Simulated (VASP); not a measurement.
Set up this calculation in VASP 6.6.1, as the native input.

| Property | Result |
| --- | --- |
| Task | single point |
| Functional | PBE |
| Potentials or basis | VASP PAW PBE potentials, release 64 (O, Cu_sv_GW) |
| Cutoff | 700 eV |
| k mesh | 7 × 7 × 4 |
| Occupations | fermi-dirac, width 0.1 eV |
| Spin | collinear spin |
| Starting moments | [0.0, 0.0, 0.58, -0.58] μB |
| Hubbard terms | Cu d U = 4.0 eV |
| Dipole correction | no |
| Further INCAR settings | ALGO = Normal; EDIFF = 1e-06; NBANDS = 37; ISYM = 0 |

The structure of CuO lies in POSCAR:

```
CuO
1.0
    2.3415000000     -1.7101500000      0.0000000000
    2.3415000000      1.7101500000      0.0000000000
   -0.8640400000      0.0000000000      5.0511300000
O Cu
2 2
Direct
    0.5830000000      0.4170000000      0.2500000000
    0.4170000000      0.5830000000      0.7500000000
    0.0000000000      0.5000000000      0.0000000000
    0.5000000000      0.0000000000      0.5000000000
```

One way to write it, as run:

INCAR

```
SYSTEM = CuO
  ALGO = Normal
  EDIFF = 1E-6
  ENCUT = 700
  GGA = PE
  GGA_COMPAT = .False.
  ISIF = 2
  ISMEAR = -1
  ISPIN = 2
  ISYM = 0
  LASPH = .True.
  LCHARG = .False.
  LDAU = .True.
  LDAUJ = 0 0
  LDAUL = -1 2
  LDAUPRINT = 1
  LDAUTYPE = 2
  LDAUU = 0 4
  LMAXMIX = 4
  LORBIT = 11
  LREAL = .False.
  LWAVE = .False.
  MAGMOM = 0 0 0.58 -0.58
  NBANDS = 37
  NELM = 200
  PREC = Accurate
  SIGMA = 0.1
```

KPOINTS

```
k-points
0
Gamma
  7 7 4
  0 0 0
```

Potentials or basis: VASP PAW PBE potentials, release 64 (O, Cu_sv_GW).

Run with:

```console
$ cat potpaw_PBE.64/O/POTCAR potpaw_PBE.64/Cu_sv_GW/POTCAR > POTCAR
$ mpirun -np 1 vasp_std > vasp.out
```

Results of the run:

```
Pressure                                              : 3.6 GPa
Largest force                                         : 0.020 eV/Å
Band gap on the k mesh                                : 0.79 eV (least direct gap 1.03 eV)
Net moment                                            : 0.00 μB per cell
Site moments                                          : O -0.00; Cu +0.62, -0.62 μB
Valence electrons inside the program's atomic spheres : O 5.00; Cu 17.50
```

Caveat: the cell stands under pressure; semilocal functionals underestimate gaps, and a narrow one can read as zero.

Run time: 5.6 min on 1 thread of Intel(R) Xeon(R) 6975P-C (Granite Rapids) (shared host), peak memory 0.48 GiB.
